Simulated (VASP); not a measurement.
Input of a VASP 6.6.1 run:

INCAR

```
SYSTEM = WO
  PREC = Accurate
  ENCUT = 520
  EDIFF = 1E-7
  ISMEAR = 0
  SIGMA = 0.1
  LREAL = .FALSE.
  LASPH = .TRUE.
  NELM = 150
  ALGO = Normal
  ISIF = 2
  LWAVE = .FALSE.
  LCHARG = .TRUE.
  ISPIN = 2
  MAGMOM = 0.86 0.13
  LORBIT = 11
  LMAXMIX = 4
  LDAU = .TRUE.
  LDAUTYPE = 2
  LDAUL = 2 -1
  LDAUU = 6.2 0
  LDAUJ = 0 0
  LDAUPRINT = 1
  GGA = PE
  LELF = .TRUE.
  LVHAR = .TRUE.
  NBANDS = 21
```

File KPOINTS:

```
regular mesh
0
G
  8 8 8
  0 0 0
```

File POSCAR:

```
WO
1.0
    0.0000000000      2.4125935863      2.4125935863
    2.4125935863      0.0000000000      2.4125935863
    2.4125935863      2.4125935863      0.0000000000
W O
1 1
Direct
    0.0000000000      0.0000000000      0.0000000000
    0.2500000000      0.2500000000      0.2500000000
```

Potentials or basis: VASP PAW PBE potentials, release 64 (W_sv, O).

Run with:

```console
$ cat potpaw_PBE.64/W_sv/POTCAR potpaw_PBE.64/O/POTCAR > POTCAR
$ mpirun -np 1 vasp_std > vasp.out
```

Q: Predict the band gap on the k mesh.

A: 0.64 eV, indirect (least direct gap 1.02 eV).

Q: Predict the net moment.

A: 2.00 μB per cell.

Eigenvalues of the final occupation matrices:
| site | spin | trace | eigenvalues |
| --- | --- | --- | --- |
| site 1 d | 1 | 2.41 | 0.26 0.26 0.26 0.81 0.81 |
| site 1 d | 2 | 0.72 | 0.04 0.04 0.21 0.21 0.21 |

Caveat: spin-orbit coupling is left out, which moves the levels of the heavy elements. The state reached can hang on the start; a lower one may exist.
